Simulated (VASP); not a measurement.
A run of VASP 6.6.1 is set up as follows.

INCAR

```
ALGO     = Fast           # electronic algorithm
EDIFF    = 1E-7           # SCF threshold, eV
ENCUT    = 520            # plane-wave cutoff, eV
ISIF     = 2              # what is computed and relaxed
ISMEAR   = 0              # smearing method
LASPH    = T              # aspherical terms in the spheres
LCHARG   = F              # write CHGCAR
LREAL    = F              # projectors in reciprocal space
LWAVE    = F              # write WAVECAR
NBANDS   = 33             # bands
NELM     = 100            # most SCF steps
PREC     = Accurate       # precision mode
SIGMA    = 0.15           # smearing width, eV
```

The input KPOINTS:

```
k-points
0
Gamma
  10 10 10
```

Contents of POSCAR:

```
In3Cu
1.0
    4.2557662008      0.1152445201      0.1152445201
    0.1152445201      4.2557662008      0.1152445201
    0.1152445201      0.1152445201      4.2557662008
In Cu
3 1
Direct
    0.0000000000      0.5000000000      0.5000000000
    0.5000000000      0.0000000000      0.5000000000
    0.5000000000      0.5000000000      0.0000000000
    0.0000000000      0.0000000000      0.0000000000
```

Potentials or basis: VASP PAW LDA potentials, release 64 (In_d, Cu).

Run with:

```sh
$ cat potpaw_LDA.64/In_d/POTCAR potpaw_LDA.64/Cu/POTCAR > POTCAR
$ mpirun -np 1 vasp_std > vasp.out
```

Problem. Predict the band gap on the k mesh.

Solution. Zero (bands 25 and 26 overlap by 4.01 eV).

Problem. Predict the pressure.

Solution. 4.2 GPa.

Stress tensor (GPa, compression positive):
```
 4.22 -0.74 -0.74
-0.74  4.22 -0.74
-0.74 -0.74  4.22
```

Caveat: the cell stands under pressure; spin-orbit coupling is left out, which moves the levels of the heavy elements.
